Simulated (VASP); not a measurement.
Wanted: the native input for a VASP 6.6.1 run.

```
Task                   : single point
Functional             : PBE
Potentials or basis    : VASP PAW PBE potentials, release 64 (Ca_sv)
Cutoff                 : 520 eV
k mesh                 : 14 × 14 × 14
Occupations            : gaussian, width 0.05 eV
Spin                   : no spin polarisation
Dipole correction      : no
Further INCAR settings : ALGO = Normal; EDIFF = 1e-06; NBANDS = 11
```

The structure of Ca lies in POSCAR:

```
Ca
1.0
    0.0000000000      2.7900000000      2.7900000000
    2.7900000000      0.0000000000      2.7900000000
    2.7900000000      2.7900000000      0.0000000000
Ca
1
Direct
    0.0000000000      0.0000000000      0.0000000000
```

These files were run (other wordings do the same):

INCAR

```
SYSTEM = Ca
ALGO = Normal
EDIFF = 1E-6
ENCUT = 520
GGA = PE
ISIF = 2
ISMEAR = 0
LASPH = .TRUE.
LCHARG = .FALSE.
LREAL = .FALSE.
LWAVE = .FALSE.
NBANDS = 11
NELM = 80
PREC = Accurate
SIGMA = 0.05
```

KPOINTS

```
k-points
0
G
  14 14 14
  0 0 0
```

Potentials or basis: VASP PAW PBE potentials, release 64 (Ca_sv).

Launch:

```console
$ cat potpaw_PBE.64/Ca_sv/POTCAR > POTCAR
$ mpirun -np 1 vasp_std > vasp.out
```

Results of the run:

```yaml
Pressure: -0.5 GPa
Band_gap_on_the_k_mesh: zero (band 5 reaches 2.01 eV, above the bottom of band 6 at 1.67 eV)
```

It took 27 s on 1 thread of Intel(R) Xeon(R) Platinum 8488C (Sapphire Rapids), on a shared host, peak memory 0.19 GiB.
